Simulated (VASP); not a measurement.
## SnB17N18 (a cell with a defect): single point with PBE

The system is SnB17N18 (a cell with a defect).

```
B N Sn
1.0
     7.46503    0.00000    0.00000
    -3.73252    6.46491    0.00000
     0.00000    0.00000    6.49548
B N Sn
17 18 1
Direct
  0.08433 0.20753 0.23402
  0.24438 0.12170 0.75200
  0.08393 0.54022 0.24088
  0.24444 0.46140 0.75028
  0.08398 0.87448 0.24121
  0.24518 0.79171 0.80091
  0.41588 0.20722 0.21173
  0.57574 0.12010 0.77352
  0.41590 0.53910 0.21164
  0.41851 0.87452 0.24657
  0.57536 0.79384 0.76755
  0.75262 0.20866 0.23673
  0.91240 0.12533 0.76412
  0.74589 0.53827 0.25623
  0.91675 0.46132 0.81836
  0.75255 0.87468 0.23477
  0.91646 0.79370 0.81375
  0.13426 0.23609 0.74379
  0.19474 0.09686 0.23140
  0.13713 0.56887 0.80063
  0.19455 0.42969 0.23182
  0.13630 0.90495 0.79850
  0.19611 0.76395 0.25399
  0.45706 0.21041 0.72124
  0.52882 0.09813 0.23988
  0.45639 0.58540 0.71054
  0.52228 0.42667 0.18607
  0.46743 0.90204 0.80301
  0.52885 0.76238 0.23646
  0.80159 0.23723 0.77871
  0.86180 0.09700 0.24122
  0.81723 0.57803 0.84479
  0.86416 0.42889 0.23420
  0.80143 0.90162 0.77246
  0.86438 0.76702 0.23456
  0.63681 0.48564 0.58769
```

```yaml
Program: VASP 6.6.1
Task: single point
Functional: PBE
Potentials_or_basis: VASP PAW PBE potentials, release 64 (B, N, Sn_d)
Cutoff: 520 eV
k_mesh: 2 × 2 × 2, shifted
Occupations: fermi-dirac, width 0.01 eV
Spin: no spin polarisation
Dipole_correction: no
Charge: -1
Further_INCAR_settings: LREAL = Auto; ALGO = Normal; EDIFF = 1e-06; NBANDS = 102; ISYM = -1; NELECT = 156.0
```

The largest force is 0.323 eV/Å.

Forces in eV/Å, atoms in the order of the input:
```
B   -0.219  0.116  0.037
B    0.089 -0.094 -0.035
B   -0.196  0.139  0.027
B    0.223 -0.042 -0.139
B   -0.120  0.080  0.006
B    0.189 -0.049  0.001
B   -0.104  0.138  0.047
B    0.117 -0.070  0.024
B   -0.122  0.068 -0.019
B   -0.144  0.092  0.028
B    0.209 -0.138 -0.038
B   -0.239  0.093 -0.072
B    0.114 -0.035  0.026
B   -0.137  0.056 -0.108
B    0.133 -0.041 -0.069
B   -0.176  0.099  0.010
B    0.058 -0.041  0.036
N   -0.079  0.049  0.022
N    0.136 -0.129 -0.007
N   -0.291  0.061  0.050
N    0.232 -0.133 -0.027
N   -0.097  0.106 -0.004
N    0.134 -0.118  0.019
N   -0.018  0.075 -0.014
N    0.166 -0.079 -0.032
N   -0.121  0.028  0.114
N    0.140  0.007 -0.026
N   -0.253  0.096 -0.010
N    0.155 -0.064 -0.002
N   -0.136  0.070 -0.022
N    0.285 -0.150  0.019
N   -0.077 -0.032  0.059
N    0.148 -0.050  0.026
N   -0.124  0.025  0.034
N    0.088 -0.088  0.022
Sn   0.039 -0.045  0.014
```

Levels at points of the mesh, in eV from the Fermi level:
```csv
k point,band 75,band 76,band 77,band 78,band 79,band 80,band 81,band 82
"(0.25, 0.25, 0.25)",-2.07,-1.91,-1.66,-0.36,2.37,2.52,2.94,3.22
```

Run time: 2.6 min on 1 thread of Intel(R) Xeon(R) 6975P-C (Granite Rapids), with other jobs on the host, peak memory 0.41 GiB.

Caveat: the cell carries a net charge on a neutralising background, which shifts energy and pressure; the cell is charged against a uniform background, so pressure and absolute levels hang on convention; spin-orbit coupling is left out, which moves the levels of the heavy elements.
